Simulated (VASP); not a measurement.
A run of VASP 6.6.1 is set up as follows.

File INCAR:

```
PREC = Accurate
ENCUT = 520
EDIFF = 1E-6
ISMEAR = -1
SIGMA = 0.05
LREAL = False
LASPH = True
NELM = 60
ALGO = Fast
ISIF = 2
LWAVE = False
LCHARG = False
GGA = RP
IVDW = 13
NBANDS = 12
```

File KPOINTS:

```
Automatic mesh
0
Gamma
  12 12 12
```

POSCAR

```
Zn
1.0
   -1.5397080216      1.5397080216      1.5397080216
    1.5397080216     -1.5397080216      1.5397080216
    1.5397080216      1.5397080216     -1.5397080216
Zn
1
Direct
    0.0000000000      0.0000000000      0.0000000000
```

Potentials or basis: VASP PAW PBE potentials, release 64 (Zn).

The run is started by

```console
$ cat potpaw_PBE.64/Zn/POTCAR > POTCAR
$ mpirun -np 1 vasp_std > vasp.out
```

**Question.** What does it give for the dispersion energy per atom?

**Answer.** -0.671 eV.

**Question.** Predict the band gap on the k mesh.

**Answer.** Zero (band 6 reaches 7.96 eV, above the bottom of band 7 at 2.79 eV).

**Question.** Estimate the pressure.

**Answer.** 0.2 GPa.

Caveat: the PAW data sets were made with another functional, which shifts forces and pressure a little; pairwise dispersion overbinds metals, which lowers pressure and volume.
